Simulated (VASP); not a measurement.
A run of VASP 6.6.1 is set up as follows.

Contents of INCAR:

```
SYSTEM = Si
PREC     = Accurate       ! precision mode
ENCUT    = 520            ! plane-wave cutoff, eV
EDIFF    = 1E-6           ! SCF threshold, eV
ISMEAR   = -1             ! smearing method
SIGMA    = 0.05           ! smearing width, eV
LREAL    = .False.        ! projectors in reciprocal space
LASPH    = .True.         ! aspherical terms in the spheres
NELM     = 60             ! most SCF steps
ALGO     = Normal         ! electronic algorithm
ISIF     = 2              ! what is computed and relaxed
LWAVE    = .False.        ! write WAVECAR
LCHARG   = .False.        ! write CHGCAR
GGA      = PS             ! functional
NBANDS   = 8              ! bands
```

KPOINTS

```
regular mesh
0
Gamma
  12 12 11
  0 0 0
```

POSCAR

```
Si
1.0
    2.6029547493      0.0000000000      0.0000000000
   -1.3014773747      2.2542249378      0.0000000000
    0.0000000000      0.0000000000      2.4498011772
Si
1
Direct
    0.0000000000      0.0000000000      0.0000000000
```

Potentials or basis: VASP PAW PBE potentials, release 64 (Si).

Run with:

```console
$ cat potpaw_PBE.64/Si/POTCAR > POTCAR
$ mpirun -np 1 vasp_std > vasp.out
```

Task: Estimate the pressure.

Result: 3.2 GPa.

Task: What does it give for the band gap on the k mesh?

Result: Zero (band 2 reaches 17.45 eV, above the bottom of band 3 at 5.20 eV).

Stress tensor (GPa, compression positive):
```
1.57 0.00 0.00
0.00 1.57 0.00
0.00 0.00 6.58
```

Caveat: the PAW data sets were made with another functional, which shifts forces and pressure a little.
